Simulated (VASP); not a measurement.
Crystal: Zn5S.

```
CELL_PARAMETERS angstrom
4.04097 0.00000 0.00000
0.00000 4.04097 0.00000
0.00000 0.00000 6.95637
ATOMIC_POSITIONS crystal
Zn 0.50000 0.50000 0.75677
Zn 0.50000 0.50000 0.24323
Zn 0.00000 0.50000 0.50000
Zn 0.50000 0.00000 0.50000
Zn 0.50000 0.50000 0.00000
S 0.50000 0.50000 0.50000
```

The cell was generated, and may not be a known phase.

```yaml
Program: VASP 6.6.1
Task: relaxation of cell and atoms
Functional: PBE
Potentials_or_basis: VASP PAW PBE potentials, release 64 (Zn, S)
Cutoff: 600 eV
k_mesh: 4 × 4 × 4
Occupations: gaussian, width 0.1 eV
Spin: no spin polarisation
```

At the start: pressure 76.2 GPa; volume 18.93 Å³/atom.

Problem. How do energy, volume and symmetry change on relaxing?

Solution. Over 26 steps the energy falls by 2850.9 meV/atom and the volume is 45.43 Å³/atom (+139.9 %); space group P4/mmm (No. 123, to 0.1 Å) before and after.

Step by step:
| step | energy change (eV) | largest force (eV/Å) | pressure (GPa) | volume (Å³) |
| --- | --- | --- | --- | --- |
| 1 | 0.0000 | 7.4034 | 76.21 | 113.59 |
| 2 | -12.3625 | 0.7128 | -8.17 | 302.76 |
| 3 | -15.1534 | 2.5153 | 4.99 | 193.86 |
| 4 | -15.2870 | 2.0445 | 3.57 | 203.76 |
| 5 | -15.3628 | 1.6505 | 2.45 | 216.13 |
| 6 | -14.9746 | 1.0781 | -1.24 | 257.61 |
| 7 | -15.3542 | 1.5676 | 2.13 | 220.75 |
| 8 | -15.3506 | 1.4039 | 1.36 | 228.08 |
| 9 | -15.3569 | 1.4826 | 1.75 | 224.32 |
| 10 | -15.6867 | 1.2148 | 0.73 | 237.68 |
| 11 | -16.2085 | 0.6459 | -0.06 | 271.05 |
| 12 | -16.1621 | 0.2689 | -1.96 | 344.94 |
| 13 | -16.3653 | 0.1414 | -1.21 | 304.99 |
| 14 | -16.6975 | 0.2429 | -0.71 | 296.10 |
| 15 | -14.2748 | 8.6645 | 6.26 | 266.05 |
| 16 | -16.7822 | 0.1416 | -0.73 | 294.45 |
| 17 | -16.9219 | 1.4249 | -0.08 | 281.71 |
| 18 | -16.9771 | 0.6043 | -0.36 | 287.72 |
| 19 | -16.9817 | 0.6990 | -0.31 | 286.78 |
| 20 | -17.0803 | 0.1458 | -0.19 | 278.61 |
| 21 | -17.0940 | 0.2653 | -0.15 | 274.11 |
| 22 | -17.0942 | 0.1938 | -0.17 | 274.81 |
| 23 | -17.0927 | 0.0680 | 0.44 | 268.97 |
| 24 | -17.1036 | 0.1349 | 0.05 | 271.74 |
| 25 | -17.1051 | 0.0432 | 0.01 | 272.78 |
| 26 | -17.1052 | 0.0050 | 0.02 | 272.56 |

Final structure:
```
Zn S
1.0
     5.42710    0.00000    0.00000
     0.00000    5.42710    0.00000
     0.00000    0.00000    9.25409
Zn S
5 1
Direct
  0.50000 0.50000 0.74692
  0.50000 0.50000 0.25308
  0.00000 0.50000 0.50000
  0.50000 0.00000 0.50000
  0.50000 0.50000 0.00000
  0.50000 0.50000 0.50000
```

Caveat: the k points lie up to 0.29 Å⁻¹ apart in the final cell; the volume moved by over 15 % at a fixed basis, so the end points are rough.
